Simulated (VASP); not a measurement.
Input of a VASP 6.6.1 run:

INCAR

```
SYSTEM = TaBe2
PREC = Accurate
ENCUT = 520
EDIFF = 1E-7
ISMEAR = 1
SIGMA = 0.05
LREAL = .False.
LASPH = .True.
NELM = 80
ALGO = Normal
ISIF = 2
LWAVE = .False.
LCHARG = .True.
LELF = .True.
LVHAR = .True.
NBANDS = 24
```

KPOINTS

```
regular mesh
0
Gamma
  6 6 6
  0 0 0
```

File POSCAR:

```
TaBe2
1.0
    0.0000000000      3.2987112555      3.2987112555
    3.2987112555      0.0000000000      3.2987112555
    3.2987112555      3.2987112555      0.0000000000
Ta Be
2 4
Direct
    0.7500000000      0.7500000000      0.7500000000
    0.5000000000      0.5000000000      0.5000000000
    0.1250000000      0.6250000000      0.1250000000
    0.1250000000      0.1250000000      0.6250000000
    0.6250000000      0.1250000000      0.1250000000
    0.1250000000      0.1250000000      0.1250000000
```

Potentials or basis: VASP PAW LDA potentials, release 64 (Ta_pv, Be).

Command:

```bash
$ cat potpaw_LDA.64/Ta_pv/POTCAR potpaw_LDA.64/Be/POTCAR > POTCAR
$ mpirun -np 1 vasp_std > vasp.out
```

(1) Predict the band gap on the k mesh.

(2) Estimate the pressure.

Results:

(1) zero (band 15 reaches 5.19 eV, above the bottom of band 16 at 3.74 eV).

(2) -12.5 GPa.

Caveat: spin-orbit coupling is left out, which moves the levels of the heavy elements.
